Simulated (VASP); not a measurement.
Wanted: the native input for a VASP 6.6.1 run.

```
Task                   : electric field gradients
Functional             : LDA
Potentials or basis    : VASP PAW LDA potentials, release 64 (In_d, Au)
Cutoff                 : 520 eV
k mesh                 : 10 × 10 × 10
Occupations            : fermi-dirac, width 0.05 eV
Spin                   : no spin polarisation
Dipole correction      : no
Further INCAR settings : ALGO = Normal; EDIFF = 1e-08; NBANDS = 26
```

The structure of In2Au lies in POSCAR:

```
In2Au
1.0
    0.0000000000      3.3147612857      3.3147612857
    3.3147612857      0.0000000000      3.3147612857
    3.3147612857      3.3147612857      0.0000000000
In Au
2 1
Direct
    0.2500000000      0.2500000000      0.2500000000
    0.7500000000      0.7500000000      0.7500000000
    0.0000000000      0.0000000000      0.0000000000
```

This cell differs from its parent crystal: volume scaled by 1.06.

The input as run:

INCAR

```
SYSTEM = In2Au
ALGO = Normal
EDIFF = 1E-8
ENCUT = 520
GGA = CA
ISIF = 2
ISMEAR = -1
LASPH = .TRUE.
LCHARG = .FALSE.
LEFG = .TRUE.
LREAL = .FALSE.
LWAVE = .FALSE.
NBANDS = 26
NELM = 60
PREC = Accurate
SIGMA = 0.05
```

KPOINTS

```
k-points
0
G
  10 10 10
  0 0 0
```

Potentials or basis: VASP PAW LDA potentials, release 64 (In_d, Au).

Run with:

```sh
$ cat potpaw_LDA.64/In_d/POTCAR potpaw_LDA.64/Au/POTCAR > POTCAR
$ mpirun -np 1 vasp_std > vasp.out
```

It gave:

| Property | Result |
| --- | --- |
| Pressure | -4.7 GPa |

Caveat: without QUAD_EFG the Cq values of the log hold for a quadrupole moment of 1 mb, not for the nuclei.

Run time: 70 s on 1 thread of Intel(R) Xeon(R) Platinum 8259CL CPU @ 2.50GHz (Skylake/Cascade Lake), on a shared host, peak memory 0.22 GiB.
